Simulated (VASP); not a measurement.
Input of a VASP 6.6.1 run:

The input INCAR:

```
PREC = Accurate ; ENCUT = 520
EDIFF = 1E-7 ; ISMEAR = 0
SIGMA = 0.15 ; LREAL = F
LASPH = T ; NELM = 60
ALGO = Fast ; ISIF = 2
LWAVE = F ; LCHARG = T
GGA = PE ; LELF = T
LVHAR = T ; NBANDS = 7
```

File KPOINTS:

```
regular mesh
0
Gamma
  18 18 18
```

Contents of POSCAR:

```
Mg
1.0
   -1.6309433370      1.6309433370      1.7727644967
    1.6309433370     -1.6309433370      1.7727644967
    1.6309433370      1.6309433370     -1.7727644967
Mg
1
Direct
    0.0000000000      0.0000000000      0.0000000000
```

Potentials or basis: VASP PAW PBE potentials, release 64 (Mg).

The run is started by

```console
$ cat potpaw_PBE.64/Mg/POTCAR > POTCAR
$ mpirun -np 1 vasp_std > vasp.out
```

Task: Estimate the pressure.

Result: 10.1 GPa.

Task: Predict the band gap on the k mesh.

Result: Zero (bands 1 and 2 overlap by 4.23 eV).

Stress tensor (GPa, compression positive):
```
10.15  0.00  0.00
 0.00 10.15  0.00
 0.00  0.00  9.99
```

Caveat: the cell differs from its parent crystal (strain -0.080 along x and y, +0.000 along z); the cell stands under pressure.
